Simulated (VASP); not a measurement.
# Te (P3_121) in VASP: a series of runs

Te is run at these levels: PBE+D3(BJ); tasks: single point.

Everything below comes from runs of VASP 6.6.1. Logs are shortened: lines on timing, memory, paths and dates and some standing lists are left out, and cuts for length are marked.

**1. The cell of the first run**

Symmetry: P3_121, No. 152, trigonal system. The conventional cell has a = 4.454 Å, b = 4.454 Å, c = 5.924 Å, α = 90.00°, β = 90.00°, γ = 120.00°. Te (site symmetry 2) has 6 Te at 2.86 to 3.47 Å within 3.8 Å.

**2. Single point, PBE+D3(BJ)**

Contents of INCAR:

```
  PREC = Accurate
  ENCUT = 500
  EDIFF = 1E-6
  ISMEAR = 0
  SIGMA = 0.01
  LREAL = False
  LASPH = True
  NELM = 120
  ALGO = Normal
  ISIF = 2
  LWAVE = False
  LCHARG = True
  GGA = PE
  IVDW = 12
  LELF = True
  LVHAR = True
  NBANDS = 16
  GGA_COMPAT = False
```

Contents of KPOINTS:

```
Automatic mesh
0
Gamma
  3 3 2
```

Contents of POSCAR:

```
Te
1.0
    4.4540000000      0.0000000000      0.0000000000
   -2.2270000000      3.8572771485      0.0000000000
    0.0000000000      0.0000000000      5.9240000000
Te
3
Direct
    0.2690000000      0.0000000000      0.3333333333
    0.0000000000      0.2690000000      0.6666666667
    0.7310000000      0.7310000000      0.0000000000
```

Potentials or basis: VASP PAW PBE potentials, release 64 (Te).

Started as:

```sh
$ cat potpaw_PBE.64/Te/POTCAR > POTCAR
$ mpirun -np 1 vasp_std > vasp.out
```

OUTCAR:

```text
PREC = Accurate
   ENCUT = 500
   EDIFF = 1E-6
   ISMEAR = 0
   LREAL = False
   LASPH = True
   NELM = 120
   ISIF = 2
   GGA = PE
   IVDW = 12
 IVDW          = 12

 ion  position               nearest neighbor table
   1  0.269  0.000  0.333-   3 2.86   2 2.86   3 3.47   3 3.47   2 3.47   2 3.47
   2  0.000  0.269  0.667-   3 2.86   1 2.86   3 3.47   3 3.47   1 3.47   1 3.47
   3  0.731  0.731  0.000-   1 2.86   2 2.86   1 3.47   2 3.47   2 3.47   1 3.47

  LATTYP: Found a hexagonal cell.
 ALAT       =     4.4540000000
 C/A-ratio  =     1.3300404131

  Lattice vectors:

 A1 = (   4.4540000000,   0.0000000000,   0.0000000000)
 A2 = (  -2.2270000000,   3.8572771485,   0.0000000000)
 A3 = (   0.0000000000,   0.0000000000,   5.9240000000)

Analysis of symmetry for initial positions (statically):
=====================================================================
 Subroutine PRICEL returns:
 Original cell was already a primitive cell.

 Routine SETGRP: Setting up the symmetry group for a
 hexagonal supercell.

 Subroutine GETGRP returns: Found  6 space group operations
 (whereof  2 operations were pure point group operations)
 out of a pool of 24 trial point group operations.

The static configuration has the point symmetry C_2 .
 The point group associated with its full space group is D_3 .

Analysis of symmetry for dynamics (positions and initial velocities):
=====================================================================
 Subroutine PRICEL returns:
 Original cell was already a primitive cell.

 Routine SETGRP: Setting up the symmetry group for a
 hexagonal supercell.

 Subroutine GETGRP returns: Found  6 space group operations
 (whereof  2 operations were pure point group operations)
 out of a pool of 24 trial point group operations.

The dynamic configuration has the point symmetry C_2 .
 The point group associated with its full space group is D_3 .

 Subroutine INISYM returns: Found  6 space group operations
 (whereof  2 operations are pure point group operations),
 and found     1 'primitive' translations

----------------------------------------------------------------------------------------

                                     Primitive cell

  volume of cell :     101.7762

  direct lattice vectors                    reciprocal lattice vectors
     4.454000000  0.000000000  0.000000000     0.224517288  0.129625117  0.000000000
    -2.227000000  3.857277149  0.000000000     0.000000000  0.259250233  0.000000000
     0.000000000  0.000000000  5.924000000     0.000000000  0.000000000  0.168804862

  length of vectors
     4.454000000  4.454000000  5.924000000     0.259250233  0.259250233  0.168804862

  position of ions in fractional coordinates (direct lattice)
     0.269000000  0.000000000  0.333333333
     0.000000000  0.269000000  0.666666667
     0.731000000  0.731000000  0.000000000

  ion indices of the primitive-cell ions
   primitive index   ion index
                 1           1
                 2           2
                 3           3

----------------------------------------------------------------------------------------

 KPOINTS: Automatic mesh

Automatic generation of k-mesh.
 Grid dimensions read from file:
 generate k-points for:    3    3    2

 Generating k-lattice:

  Cartesian coordinates                     Fractional coordinates (reciprocal lattice)
     0.074839096  0.043208372  0.000000000     0.333333333  0.000000000  0.000000000
     0.000000000  0.086416744  0.000000000     0.000000000  0.333333333  0.000000000
     0.000000000  0.000000000  0.084402431     0.000000000  0.000000000  0.500000000

  Length of vectors
     0.086416744  0.086416744  0.084402431

  Shift w.r.t. Gamma in fractional coordinates (k-lattice)
     0.000000000  0.000000000  0.000000000

 Subroutine IBZKPT returns following result:
 ===========================================

 Found      6 irreducible k-points:

 Following reciprocal coordinates:
            Coordinates               Weight
  0.000000  0.000000  0.000000      1.000000
  0.333333  0.000000  0.000000      6.000000
  0.333333  0.333333  0.000000      2.000000
  0.000000  0.000000  0.500000      1.000000
  0.333333  0.000000  0.500000      6.000000
  0.333333  0.333333  0.500000      2.000000
   k-points           NKPTS =      6   k-points in BZ     NKDIM =      6   number of bands    NBANDS=     16
   number of dos      NEDOS =    301   number of ions     NIONS =      3
   total plane-waves  NPLWV =  49152
   dimension x,y,z NGX =    32 NGY =   32 NGZ =   48
   dimension x,y,z NGXF=    64 NGYF=   64 NGZF=   96
   ions per type =               3
   NGX,Y,Z   is equivalent  to a cutoff of  11.94, 11.94, 13.47 a.u.
   NGXF,Y,Z  is equivalent  to a cutoff of  23.89, 23.89, 26.94 a.u.
 SYSTEM =  unknown system
   PREC   = accura    normal or accurate (medium, high low for compatibility)
   ISTART =      0    job   : 0-new  1-cont  2-samecut
   ICHARG =      2    charge: 1-file 2-atom 10-const
   ISPIN  =      1    spin polarized calculation?
   LNONCOLLINEAR =      F non collinear calculations
   LSORBIT =      F    spin-orbit coupling
   LASPH  =      T    aspherical Exc in radial PAW
   ENCUT  =  500.0 eV  36.75 Ry    6.06 a.u.   8.12  8.12 10.80*2*pi/ulx,y,z
   NELM   =    120;   NELMIN=  2; NELMDL= -5     # of ELM steps
   EDIFF  = 0.1E-05   stopping-criterion for ELM
   LREAL  =      F    real-space projection
   EDIFFG = 0.1E-04   stopping-criterion for IOM
   NSW    =      0    number of steps for IOM
   IBRION =     -1    ionic relax: 0-MD 1-quasi-New 2-CG
   NFREE  =      0    steps in history (QN), initial steepest desc. (CG)
   ISIF   =      2    stress and relaxation
   ISYM   =      2    0-nonsym 1-usesym 2-fastsym
   POTIM  = 0.5000    time-step for ionic-motion
   TEBEG  =    0.0;   TEEND  =   0.0 temperature during run
   PSTRESS=    0.0 pullay stress
   NELECT =      18.0000    total number of electrons
   NUPDOWN=      -1.0000    fix difference up-down
   EMIN   =  10.00;   EMAX   =-10.00  energy-range for DOS
   EFERMI =   0.00;   METHOD = LEGACY
   ISMEAR =     0;   SIGMA  =   0.01  broadening in eV -4-tet -1-fermi 0-gaus
   EFERMI_NEDOS =   21; number of points for ismear=-14 and -15
   IALGO  =     38    algorithm
   IMIX   =      4    mixing-type and parameters
     AMIX     =   0.40;   BMIX     =  1.00
     AMIX_MAG =   1.60;   BMIX_MAG =  1.00
  volume/ion in A,a.u.               =      33.93       228.94
  Fermi-wavevector in a.u.,A,eV,Ry     =   0.918933  1.736531 11.489263  0.844437
  Thomas-Fermi vector in A             =   2.044070
   LORBIT       =      0    0 simple, 1 ext, 2 COOP (PROOUT), +10 PAW based schemes
   GGA     = PE    functional components
   LHFCALC =     F    Hartree Fock is set to
   AEXX    =    0.0000 exact exchange contribution
   IVDW    =    12    specifies the selected vdW correction
   LEPSILON=     F    determine dielectric tensor
   LRPA    =     F    only Hartree local field effects (RPA)
 non-spin polarized calculation
 Gauss-broadening in eV      SIGMA  =   0.01
  energy-cutoff  :      500.00
  volume of cell :      101.78
 maximum number of plane-waves:      2598
   NGX = 17   NGY = 17   NGZ = 21

 number of electron      18.0000001 magnetization

 Free energy of the ion-electron system (eV)
  ---------------------------------------------------
  ext. energy  EPLUGINS =         0.00000000
  ---------------------------------------------------
  free energy    TOTEN  =        -9.23208443 eV

  energy without entropy =       -9.23208443  energy(sigma->0) =       -9.23208443

 E-fermi :   6.0373     XC(G=0):  -9.0631

 val. band max:        5.9723098699   @ k =   0.3333   0.3333   0.5000
 cond. band min:       6.1301802508   @ k =   0.3333   0.3333   0.5000
 fundamental gap:      0.1578703809
 Fermi energy:         6.0373341361

 k-point     1 :       0.0000    0.0000    0.0000
  band No.  band energies     occupation
      1      -7.6518      2.00000
      2      -4.3471      2.00000
      3      -4.3471      2.00000
      4       2.8958      2.00000
      5       3.2156      2.00000
      6       3.2156      2.00000
      7       4.2913      2.00000
      8       4.2913      2.00000
      9       5.1255      2.00000
     10       6.9690      0.00000
     11       6.9690      0.00000
     12       7.5670      0.00000
     13      10.9268      0.00000
     14      10.9268      0.00000
     15      11.9486      0.00000
     16      12.2296      0.00000

 k-point     2 :       0.3333    0.0000    0.0000
  band No.  band energies     occupation
      1      -6.9787      2.00000
      2      -4.7417      2.00000
      3      -4.1815      2.00000
      4       1.1220      2.00000
      5       1.7635      2.00000
      6       2.3615      2.00000
      7       3.5961      2.00000
      8       5.0071      2.00000
      9       5.1614      2.00000
     10       6.8049      0.00000
     11       6.9645      0.00000
     12       8.7267      0.00000
     13       9.2879      0.00000
     14      11.8968      0.00000
     15      13.0025      0.00000
     16      13.8284      0.00000

 k-point     3 :       0.3333    0.3333    0.0000
  band No.  band energies     occupation
      1      -6.4168      2.00000
      2      -4.7139      2.00000
      3      -4.7139      2.00000
      4       1.4747      2.00000
      5       1.4747      2.00000
      6       2.8877      2.00000
      7       2.8877      2.00000
      8       3.0266      2.00000
      9       3.2616      2.00000
     10       8.8331      0.00000
     11       8.8331      0.00000
     12       9.1371      0.00000
     13      10.8039      0.00000
     14      11.7760      0.00000
     15      11.7760      0.00000
     16      14.4899      0.00000

 k-point     4 :       0.0000    0.0000    0.5000
  band No.  band energies     occupation
      1      -6.7614      2.00000
      2      -6.7614      2.00000
      3      -2.2418      2.00000
      4       2.0133      2.00000
      5       3.2945      2.00000
      6       3.2945      2.00000
      7       4.6454      2.00000
      8       4.9398      2.00000
      9       4.9398      2.00000
     10       6.4311      0.00000
     11       6.4533      0.00000
     12       6.4533      0.00000
     13       9.9644      0.00000
     14      11.1995      0.00000
     15      11.1995      0.00000
     16      12.9787      0.00000

 k-point     5 :       0.3333    0.0000    0.5000
  band No.  band energies     occupation
      1      -6.3146      2.00000
      2      -6.1211      2.00000
      3      -3.4821      2.00000
      4       0.8768      2.00000
      5       2.2949      2.00000
      6       2.6112      2.00000
      7       3.7001      2.00000
      8       3.9669      2.00000
      9       4.9105      2.00000
     10       7.4232      0.00000
     11       7.9489      0.00000
     12       8.2283      0.00000
     13      10.4290      0.00000
     14      11.4602      0.00000
     15      12.7732      0.00000
     16      13.1059      0.00000

 k-point     6 :       0.3333    0.3333    0.5000
  band No.  band energies     occupation
      1      -5.8283      2.00000
      2      -5.8283      2.00000
      3      -4.1258      2.00000
      4       0.7954      2.00000
      5       0.9473      2.00000
      6       0.9473      2.00000
      7       5.0010      2.00000
      8       5.9723      2.00000
      9       5.9723      2.00000
     10       6.1302      0.00000
     11       7.2945      0.00000
     12       7.2945      0.00000
     13      11.8539      0.00000
     14      12.4381      0.00000
     15      12.4381      0.00000
     16      12.9819      0.00000

------------------------ aborting loop because EDIFF is reached ----------------------------------------

 Edisp (eV)   -1.29099

 E8    (eV) :    -0.5927

  FORCE on cell =-STRESS in cart. coord.  units (eV):
  Direction    XX          YY          ZZ          XY          YZ          ZX
  --------------------------------------------------------------------------------------
  -------------------------------------------------------------------------------------
  Total      -0.00449    -0.00449    -0.50750     0.00000    -0.00000     0.00000
  in kB      -0.07076    -0.07076    -7.98909     0.00000    -0.00000     0.00000
  external pressure =       -2.71 kB  Pullay stress =        0.00 kB

 VOLUME and BASIS-vectors are now :
 -----------------------------------------------------------------------------
  energy-cutoff  :      500.00
  volume of cell :      101.78
      direct lattice vectors                 reciprocal lattice vectors
     4.454000000  0.000000000  0.000000000     0.224517288  0.129625117  0.000000000
    -2.227000000  3.857277149  0.000000000     0.000000000  0.259250233  0.000000000
     0.000000000  0.000000000  5.924000000     0.000000000  0.000000000  0.168804862

 POSITION                                       TOTAL-FORCE (eV/Angst)
 -----------------------------------------------------------------------------------
      1.19813      0.00000      1.97467        -0.114846      0.000000     -0.000000
     -0.59906      1.03761      3.94933         0.057423     -0.099459      0.000000
      1.62794      2.81967      0.00000         0.057423      0.099459     -0.000000
 -----------------------------------------------------------------------------------
    total drift:                               -0.000000     -0.000000      0.000000

  FREE ENERGIE OF THE ION-ELECTRON SYSTEM (eV)
  ---------------------------------------------------
  free  energy   TOTEN  =       -10.5230770275 eV

  energy  without entropy=      -10.5230770275  energy(sigma->0) =      -10.52307703
```

Run time: 22 s. Hardware: 1 thread of AMD EPYC 7R13, shared host; peak memory 0.18 GiB.

What came out:

```
Free energy                : -10.5231 eV
Pressure                   : -0.3 GPa
Largest force              : 0.115 eV/Å
Band gap on the k mesh     : 0.16 eV
Dispersion energy per atom : -0.430 eV
```

Forces in eV/Å, atoms in the order of the input:
```
Te  -0.115  0.000  0.000
Te   0.057 -0.099  0.000
Te   0.057  0.099  0.000
```

Caveat: the k points lie up to 0.54 Å⁻¹ apart; spin-orbit coupling is left out, which moves the levels of the heavy elements; an odd mesh through Γ misses points on the zone boundary, where band edges can lie.

**3. Single point, PBE+D3(BJ)**

Contents of INCAR:

```
  ALGO = Normal
  EDIFF = 1E-6
  ENCUT = 500
  GGA = PE
  GGA_COMPAT = False
  ISIF = 2
  ISMEAR = 0
  IVDW = 12
  LASPH = True
  LCHARG = True
  LELF = True
  LREAL = False
  LVHAR = True
  LWAVE = False
  NBANDS = 16
  NELM = 120
  PREC = Accurate
  SIGMA = 0.01
```

Contents of KPOINTS:

```
k-points
0
Gamma
  6 6 4
```

POSCAR is that of step 2.

Potentials or basis: VASP PAW PBE potentials, release 64 (Te).

Started as:

```sh
$ cat potpaw_PBE.64/Te/POTCAR > POTCAR
$ mpirun -np 1 vasp_std > vasp.out
```

Wall time 59 s (1 thread of AMD EPYC 7R13, shared host); peak memory 0.19 GiB.

The run converged. Its results:

| Property | Result |
| --- | --- |
| Free energy | -10.7032 eV |
| Pressure | -0.7 GPa |
| Largest force | 0.155 eV/Å |
| Band gap on the k mesh | 0.17 eV |
| Dispersion energy per atom | -0.430 eV |

Forces on the atoms (eV/Å):
```
Te   0.155  0.000  0.000
Te  -0.078  0.134  0.000
Te  -0.078 -0.134  0.000
```

Stress tensor (GPa, compression positive):
```
-0.84  0.00  0.00
 0.00 -0.84  0.00
 0.00  0.00 -0.43
```

Levels at points of the mesh, in eV from the valence-band top:
| k point | band 5 | band 6 | band 7 | band 8 | band 9 | band 10 | band 11 | band 12 | band 13 | band 14 |
| --- | --- | --- | --- | --- | --- | --- | --- | --- | --- | --- |
| (0.00, 0.00, 0.00) | -2.75 | -2.75 | -1.68 | -1.68 | -0.85 | 1.01 | 1.01 | 1.60 | 4.96 | 4.96 |
| (0.50, 0.00, 0.00) | -4.41 | -3.59 | -3.52 | -1.03 | -0.81 | 0.85 | 0.90 | 2.94 | 3.73 | 7.35 |
| (0.00, 0.00, 0.50) | -2.67 | -2.67 | -1.33 | -1.03 | -1.03 | 0.47 | 0.48 | 0.48 | 4.01 | 5.23 |
| (0.50, 0.00, 0.50) | -3.67 | -3.63 | -2.46 | -2.12 | -0.20 | 0.74 | 1.95 | 2.56 | 4.54 | 5.24 |

Caveat: spin-orbit coupling is left out, which moves the levels of the heavy elements.

(Part 1 of 2 ends here.)
